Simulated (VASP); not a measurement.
# Zn4SeS3 (P-43m) in VASP: a series of runs

Zn4SeS3 is run at these levels: PBE, LDA; tasks: single point.

All numbers are computed with VASP 6.6.1; they aren't measurements. Logs are shortened: lines on timing, memory, paths and dates and some standing lists are left out, and cuts for length are marked.

## Step 1: The cell of the first run

The structure is cubic, space group P-43m (No. 215). Conventional cell: a = 5.516 Å, b = 5.516 Å, c = 5.516 Å, α = 90.00°, β = 90.00°, γ = 90.00°. Zn (site symmetry 3m) has 3 S at 2.37 Å and 1 Se at 2.45 Å within 3.1 Å. Within 3.2 Å of Se (site symmetry -43m) lie 4 Zn at 2.45 Å. S (site symmetry -42m) has 4 Zn at 2.37 Å within 3.1 Å.

## Step 2: Single point, PBE

INCAR

```
SYSTEM = Zn4SeS3
ALGO = Normal ; EDIFF = 1E-6
ENCUT = 520 ; GGA = PE
ISIF = 2 ; ISMEAR = 0
LASPH = .TRUE. ; LCHARG = .FALSE.
LREAL = .FALSE. ; LWAVE = .FALSE.
NBANDS = 46 ; NELM = 60
PREC = Accurate ; SIGMA = 0.02
```

KPOINTS

```
k-points
0
G
  6 6 6
  0 0 0
```

POSCAR

```
Zn4SeS3
1.0
    5.5155751000      0.0000000000      0.0000000000
    0.0000000000      5.5155751000      0.0000000000
    0.0000000000      0.0000000000      5.5155751000
Zn Se S
4 1 3
Direct
    0.7436060000      0.7436060000      0.7436060000
    0.7436060000      0.2563940000      0.2563940000
    0.2563940000      0.7436060000      0.2563940000
    0.2563940000      0.2563940000      0.7436060000
    0.0000000000      0.0000000000      0.0000000000
    0.5000000000      0.5000000000      0.0000000000
    0.5000000000      0.0000000000      0.5000000000
    0.0000000000      0.5000000000      0.5000000000
```

Potentials or basis: VASP PAW PBE potentials, release 64 (Zn, Se, S).

Started as:

```console
> cat potpaw_PBE.64/Zn/POTCAR potpaw_PBE.64/Se/POTCAR potpaw_PBE.64/S/POTCAR > POTCAR
> mpirun -np 1 vasp_std > vasp.out
```

OUTCAR:

```text
SYSTEM = Zn4SeS3
   EDIFF = 1E-6
   ENCUT = 520
   GGA = PE
   ISIF = 2
   ISMEAR = 0
   LASPH = .TRUE.
   LREAL = .FALSE.
   NELM = 60
   PREC = Accurate

 ion  position               nearest neighbor table
   1  0.744  0.744  0.744-   6 2.37   7 2.37   8 2.37   5 2.45
   2  0.744  0.256  0.256-   6 2.37   7 2.37   8 2.37   5 2.45
   3  0.256  0.744  0.256-   6 2.37   7 2.37   8 2.37   5 2.45
   4  0.256  0.256  0.744-   6 2.37   7 2.37   8 2.37   5 2.45
   5  0.000  0.000  0.000-   1 2.45   2 2.45   3 2.45   4 2.45
   6  0.500  0.500  0.000-   1 2.37   2 2.37   3 2.37   4 2.37
   7  0.500  0.000  0.500-   1 2.37   2 2.37   3 2.37   4 2.37
   8  0.000  0.500  0.500-   1 2.37   2 2.37   3 2.37   4 2.37

  LATTYP: Found a simple cubic cell.
 ALAT       =     5.5155751000

  Lattice vectors:

 A1 = (   5.5155751000,   0.0000000000,   0.0000000000)
 A2 = (   0.0000000000,   5.5155751000,   0.0000000000)
 A3 = (   0.0000000000,   0.0000000000,   5.5155751000)

Analysis of symmetry for initial positions (statically):
=====================================================================
 Subroutine PRICEL returns:
 Original cell was already a primitive cell.

 Routine SETGRP: Setting up the symmetry group for a
 simple cubic supercell.

 Subroutine GETGRP returns: Found 24 space group operations
 (whereof 24 operations were pure point group operations)
 out of a pool of 48 trial point group operations.

The static configuration has the point symmetry T_d .

Analysis of symmetry for dynamics (positions and initial velocities):
=====================================================================
 Subroutine PRICEL returns:
 Original cell was already a primitive cell.

 Routine SETGRP: Setting up the symmetry group for a
 simple cubic supercell.

 Subroutine GETGRP returns: Found 24 space group operations
 (whereof 24 operations were pure point group operations)
 out of a pool of 48 trial point group operations.

The dynamic configuration has the point symmetry T_d .

 Subroutine INISYM returns: Found 24 space group operations
 (whereof 24 operations are pure point group operations),
 and found     1 'primitive' translations

----------------------------------------------------------------------------------------

                                     Primitive cell

  volume of cell :     167.7924
[... 100 lines left out ...]
   IBRION =     -1    ionic relax: 0-MD 1-quasi-New 2-CG
   NFREE  =      0    steps in history (QN), initial steepest desc. (CG)
   ISIF   =      2    stress and relaxation
   ISYM   =      2    0-nonsym 1-usesym 2-fastsym
   POTIM  = 0.5000    time-step for ionic-motion
   TEBEG  =    0.0;   TEEND  =   0.0 temperature during run
   PSTRESS=    0.0 pullay stress
   NELECT =      72.0000    total number of electrons
   NUPDOWN=      -1.0000    fix difference up-down
   EMIN   =  10.00;   EMAX   =-10.00  energy-range for DOS
   EFERMI =   0.00;   METHOD = LEGACY
   ISMEAR =     0;   SIGMA  =   0.02  broadening in eV -4-tet -1-fermi 0-gaus
   EFERMI_NEDOS =   21; number of points for ismear=-14 and -15
   IALGO  =     38    algorithm
   IMIX   =      4    mixing-type and parameters
     AMIX     =   0.40;   BMIX     =  1.00
     AMIX_MAG =   1.60;   BMIX_MAG =  1.00
  volume/ion in A,a.u.               =      20.97       141.54
  Fermi-wavevector in a.u.,A,eV,Ry     =   1.234795  2.333424 20.745057  1.524719
  Thomas-Fermi vector in A             =   2.369471
   LORBIT       =      0    0 simple, 1 ext, 2 COOP (PROOUT), +10 PAW based schemes
   GGA     = PE    functional components
   LHFCALC =     F    Hartree Fock is set to
   AEXX    =    0.0000 exact exchange contribution
   IVDW    =     0    specifies the selected vdW correction
   LEPSILON=     F    determine dielectric tensor
   LRPA    =     F    only Hartree local field effects (RPA)
 non-spin polarized calculation
 Gauss-broadening in eV      SIGMA  =   0.02
  energy-cutoff  :      520.00
  volume of cell :      167.79
 maximum number of plane-waves:      4632
 NGX is ok and might be reduce to    42
   NGX = 21   NGY = 21   NGZ = 21

 number of electron      71.9999998 magnetization

 Free energy of the ion-electron system (eV)
  ---------------------------------------------------
  ext. energy  EPLUGINS =         0.00000000
  ---------------------------------------------------
  free energy    TOTEN  =       -26.52622656 eV

  energy without entropy =      -26.52622656  energy(sigma->0) =      -26.52622656

 E-fermi :   1.8662     XC(G=0):  -9.4372

 val. band max:        1.7727010583   @ k =   0.0000   0.0000   0.0000
 cond. band min:       3.5050219865   @ k =   0.0000   0.0000   0.0000
 fundamental gap:      1.7323209282
 Fermi energy:         1.8661536968

 k-point     1 :       0.0000    0.0000    0.0000
  band No.  band energies     occupation
      1     -11.2505      2.00000
      2     -10.1329      2.00000
      3     -10.1329      2.00000
      4     -10.0860      2.00000
      5      -4.5612      2.00000
      6      -4.5612      2.00000
[... 969 lines left out ...]
     45       8.5034      0.00000
     46       8.5034      0.00000

------------------------ aborting loop because EDIFF is reached ----------------------------------------

  FORCE on cell =-STRESS in cart. coord.  units (eV):
  Direction    XX          YY          ZZ          XY          YZ          ZX
  --------------------------------------------------------------------------------------
  -------------------------------------------------------------------------------------
  Total        0.1629732      0.1629732      0.1629732      0.0000000     -0.0000000     -0.0000000
  in kB        1.5561607      1.5561607      1.5561607      0.0000000     -0.0000000     -0.0000000
  external PRESSURE =       1.5561607 kB  Pullay stress =       0.0000000 kB

 VOLUME and BASIS-vectors are now :
 -----------------------------------------------------------------------------
  energy-cutoff  :      520.00
  volume of cell :      167.79
      direct lattice vectors                 reciprocal lattice vectors
     5.515575100  0.000000000  0.000000000     0.181304756  0.000000000  0.000000000
     0.000000000  5.515575100  0.000000000     0.000000000  0.181304756  0.000000000
     0.000000000  0.000000000  5.515575100     0.000000000  0.000000000  0.181304756

 POSITION                                       TOTAL-FORCE (eV/Angst)
 -----------------------------------------------------------------------------------
      4.10141      4.10141      4.10141        -0.002637     -0.002637     -0.002637
      4.10141      1.41416      1.41416        -0.002637      0.002637      0.002637
      1.41416      4.10141      1.41416         0.002637     -0.002637      0.002637
      1.41416      1.41416      4.10141         0.002637      0.002637     -0.002637
      0.00000      0.00000      0.00000        -0.000000     -0.000000      0.000000
      2.75779      2.75779      0.00000        -0.000000     -0.000000      0.000000
      2.75779      0.00000      2.75779        -0.000000     -0.000000      0.000000
      0.00000      2.75779      2.75779        -0.000000     -0.000000      0.000000
 -----------------------------------------------------------------------------------
    total drift:                               -0.000000     -0.000000     -0.000000

  FREE ENERGIE OF THE ION-ELECTRON SYSTEM (eV)
  ---------------------------------------------------
  free  energy   TOTEN  =       -26.5262265582 eV

  energy  without entropy=      -26.5262265582  energy(sigma->0) =      -26.52622656
```

It took 1.9 min on 1 thread of Intel Xeon Platinum 8559C (Emerald Rapids), shared host; peak memory 0.33 GiB.

Results:

```
Free energy            : -26.5262 eV
Pressure               : 0.2 GPa
Largest force          : 0.005 eV/Å
Band gap on the k mesh : 1.73 eV
```

Forces on the atoms (eV/Å):
```
Zn  -0.003 -0.003 -0.003
Zn  -0.003  0.003  0.003
Zn   0.003 -0.003  0.003
Zn   0.003  0.003 -0.003
Se   0.000  0.000  0.000
S    0.000  0.000  0.000
S    0.000  0.000  0.000
S    0.000  0.000  0.000
```

## Step 3: Single point, LDA

INCAR

```
SYSTEM = Zn4SeS3
PREC = Accurate ; ENCUT = 520
EDIFF = 1E-6 ; ISMEAR = 0
SIGMA = 0.02 ; LREAL = .False.
LASPH = .True. ; NELM = 80
ALGO = Normal ; ISIF = 2
LWAVE = .False. ; LCHARG = .True.
LELF = .True. ; LVHAR = .True.
NBANDS = 46
```

KPOINTS

```
Automatic mesh
0
Gamma
  6 6 6
  0 0 0
```

POSCAR is that of step 2.

Potentials or basis: VASP PAW LDA potentials, release 64 (Zn, Se, S).

Started as:

```console
> cat potpaw_LDA.64/Zn/POTCAR potpaw_LDA.64/Se/POTCAR potpaw_LDA.64/S/POTCAR > POTCAR
> mpirun -np 1 vasp_std > vasp.out
```

It took 1.9 min on 1 thread of Intel Xeon Platinum 8559C (Emerald Rapids), shared host; peak memory 0.29 GiB.

Results (log left out):

```yaml
Free_energy: -31.6974 eV
Pressure: -5.5 GPa
Largest_force: 0.013 eV/Å
Band_gap_on_the_k_mesh: 1.51 eV
```

Forces in eV/Å, atoms in the order of the input:
```
Zn   0.008  0.008  0.008
Zn   0.008 -0.008 -0.008
Zn  -0.008  0.008 -0.008
Zn  -0.008 -0.008  0.008
Se   0.000  0.000  0.000
S    0.000  0.000  0.000
S    0.000  0.000  0.000
S    0.000  0.000  0.000
```

Levels at points of the mesh, in eV from the valence-band top:
```
           k point  band 33  band 34  band 35  band 36  band 37  band 38  band 39  band 40
(0.00, 0.00, 0.00)    -2.09     0.00     0.00     0.00     1.51     2.91     3.24     3.24
(0.50, 0.00, 0.00)    -1.39    -1.39    -1.05    -1.05     3.94     4.04     4.23     4.34
(0.50, 0.50, 0.00)    -1.14    -1.01    -0.73    -0.73     4.30     4.30     4.49     4.52
(0.50, 0.50, 0.50)    -0.98    -0.59    -0.59    -0.59     2.78     2.78     2.78     3.02
```

Caveat: the cell stands under tension.

(Part 1 of 2 ends here.)
